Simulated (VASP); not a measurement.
Runs of VASP 6.6.1 on Ta. The structure is that of space group Im-3m (No. 229), or close to it. The cells are those of the table. 

```csv
task,cell,k mesh,cutoff (eV),smearing,gap on the mesh (eV),pressure (GPa)
single point,"a = 2.776 Å, angles 109.5°, 1 atom",20 × 20 × 20,520,fermi-dirac 0.15 eV,none,12.0
single point,"a = 2.860 Å, angles 109.5°, 1 atom",8 × 8 × 8,520,gaussian 0.1 eV,none,(a)
single point,"a = 2.819 Å, angles 109.5°, 1 atom",20 × 20 × 20,520,fermi-dirac 0.15 eV,none,0.9
single point,"a = 2.838 Å, angles 109.5°, 1 atom",20 × 20 × 20,520,fermi-dirac 0.15 eV,none,-3.3
relaxation of cell and atoms,"relaxed to 11 GPa from a = 2.799 Å, angles 109.5°, 1 atom",20 × 20 × 20,600,fermi-dirac 0.15 eV,none,11.0
```

Alike in all rows: level LDA; potentials or basis VASP PAW LDA potentials, release 64 (Ta_pv); no spin polarisation.

Fill in the values left out.

(a) -9.9.

Caveats: spin-orbit coupling is left out, which moves the levels of the heavy elements; the cell is relaxed towards a set pressure, so the enthalpy falls and the energy may rise (some runs).

A k mesh can miss the band edges, and the runs leave out spin-orbit coupling on Ta.

A gap of «none» marks levels without a gap at the run's occupations.
